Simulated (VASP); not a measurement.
Wanted: the native input for a VASP 6.6.1 run.

```
Task                   : single point
Functional             : BLYP
Potentials or basis    : VASP PAW PBE potentials, release 64 (Li_sv, S)
Cutoff                 : 750 eV
k mesh                 : 8 × 8 × 8
Occupations            : gaussian, width 0.05 eV
Spin                   : no spin polarisation
Dipole correction      : no
Further INCAR settings : ALGO = Normal; EDIFF = 1e-06; NBANDS = 13
```

The structure of Li2S lies in POSCAR:

```
Li2S
1.0
    0.0000000000      2.8813875382      2.8813875382
    2.8813875382      0.0000000000      2.8813875382
    2.8813875382      2.8813875382      0.0000000000
Li S
2 1
Direct
    0.2500000000      0.2500000000      0.2500000000
    0.7500000000      0.7500000000      0.7500000000
    0.0000000000      0.0000000000      0.0000000000
```

The input as run:

INCAR

```
PREC = Accurate ; ENCUT = 750
EDIFF = 1E-6 ; ISMEAR = 0
SIGMA = 0.05 ; LREAL = False
LASPH = True ; NELM = 120
ALGO = Normal ; ISIF = 2
LWAVE = False ; LCHARG = True
GGA = B5 ; ALDAX = 1.0
AGGAX = 1.0 ; AGGAC = 1.0
ALDAC = 0.0 ; LELF = True
LVHAR = True ; NBANDS = 13
GGA_COMPAT = False
```

KPOINTS

```
Automatic mesh
0
Gamma
  8 8 8
```

Potentials or basis: VASP PAW PBE potentials, release 64 (Li_sv, S).

Run with:

```sh
$ cat potpaw_PBE.64/Li_sv/POTCAR potpaw_PBE.64/S/POTCAR > POTCAR
$ mpirun -np 1 vasp_std > vasp.out
```

It gave:

The pressure is 0.0 GPa and the band gap on the k mesh is 3.65 eV, indirect (least direct gap 4.33 eV).

Caveat: the PAW data sets were made with another functional, which shifts forces and pressure a little.

Wall time 16 s on 1 thread of Intel(R) Xeon(R) 6975P-C (Granite Rapids), with other jobs on the host, peak memory 0.2 GiB.
